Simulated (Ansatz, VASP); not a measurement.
C in VASP and in Ansatz

INCAR

```
SYSTEM = C
PREC = Accurate ; ENCUT = 1000
EDIFF = 1E-8 ; ISMEAR = -1
SIGMA = 0.08 ; LREAL = .False.
LASPH = .True. ; NELM = 120
ALGO = Normal ; ISIF = 2
LWAVE = .False. ; LCHARG = .False.
LEFG = .True. ; NBANDS = 11
GGA_COMPAT = .False.
```

Contents of KPOINTS:

```
regular mesh
0
Gamma
  20 20 20
  0 0 0
```

The input POSCAR:

```
C
1.0
    0.0000000000      1.7774354070      1.7774354070
    1.7774354070      0.0000000000      1.7774354070
    1.7774354070      1.7774354070      0.0000000000
C
2
Direct
    0.5000000000      0.5000000000      0.5000000000
    0.7500000000      0.7500000000      0.7500000000
```

Input for Ansatz:

```yaml
crystal:
  lattice:
    - [0.0, 1.777435407, 1.777435407]
    - [1.777435407, 0.0, 1.777435407]
    - [1.777435407, 1.777435407, 0.0]
  atoms:
    - { symbol: C, position: [0.5, 0.5, 0.5] }
    - { symbol: C, position: [0.75, 0.75, 0.75] }
kpoints:
  mp_grid: { grid: [20, 20, 20] }
scf:
  occupations: { method: fermi_dirac, width: 0.08 }
hamiltonian:
  xc: lda
  pseudopotentials: { kind: paw }
output:
  forces: true
  stress: true
  eigenvalues: true
  efg: { contact_densities: true }
  write_density: true
  write_potential: true
  elf: true
  volumetric_format: npy
```

Change from the starting cell: volume scaled by 0.99, PAW files.

Alike in both runs: task electric field gradients; functional LDA; k mesh 20 × 20 × 20; occupations fermi-dirac, width 0.08 eV; no spin polarisation.

```csv
,VASP,Ansatz
version,VASP 6.6.1,Ansatz 0.2.0
potentials or method,"VASP PAW LDA potentials, release 64 (C_h)","PAW with Ansatz's default frozen-core files, scalar-relativistic"
plane-wave cutoff (eV),1000,420
valence electrons in the cell,8,8
```

```tsv
	VASP	Ansatz	Ansatz less VASP
gap on the k mesh at the Fermi level (eV)	4.13	4.13	+0.003
```

LDA's correlation is that of Perdew and Zunger in VASP and of Perdew and Wang (1992) in Ansatz.
